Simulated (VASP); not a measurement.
**Be2C: single point with PBE**

The system is Be2C.

```xyz
3
Lattice="0.0000 2.0498 2.0498 2.0498 0.0000 2.0498 2.0498 2.0498 0.0000" Properties=species:S:1:pos:R:3 pbc="T T T"
Be    3.0748    3.0748    3.0748
Be    1.0249    1.0249    1.0249
C     0.0000    0.0000    0.0000
```

```yaml
Program: VASP 6.6.1
Task: single point
Functional: PBE
Potentials_or_basis: VASP PAW PBE potentials, release 64 (Be, C)
Cutoff: 600 eV
k_mesh: 10 × 10 × 10
Occupations: gaussian, width 0.1 eV
Spin: no spin polarisation
```

The pressure is 44.0 GPa. The band gap on the k mesh is 1.22 eV, indirect (least direct gap 4.43 eV).

Levels at points of the mesh, in eV from the valence-band top:
| k point | band 1 | band 2 | band 3 | band 4 | band 5 | band 6 | band 7 | band 8 |
| --- | --- | --- | --- | --- | --- | --- | --- | --- |
| (0.00, 0.00, 0.00) | -16.28 | 0.00 | 0.00 | 0.00 | 4.43 | 4.43 | 4.43 | 8.65 |
| (0.50, 0.00, 0.00) | -13.01 | -9.81 | -2.11 | -2.11 | 5.31 | 5.31 | 8.88 | 10.88 |
| (0.50, 0.50, 0.00) | -12.27 | -7.39 | -5.45 | -5.45 | 1.22 | 6.92 | 15.10 | 15.10 |

Wall time 3.4 s on 1 thread of Intel(R) Xeon(R) 6975P-C (Granite Rapids), on a shared host, peak memory 0.13 GiB.

A k mesh can miss the band edges. Expect the measured gap to be larger: semilocal functionals such as PBE lack the derivative discontinuity.
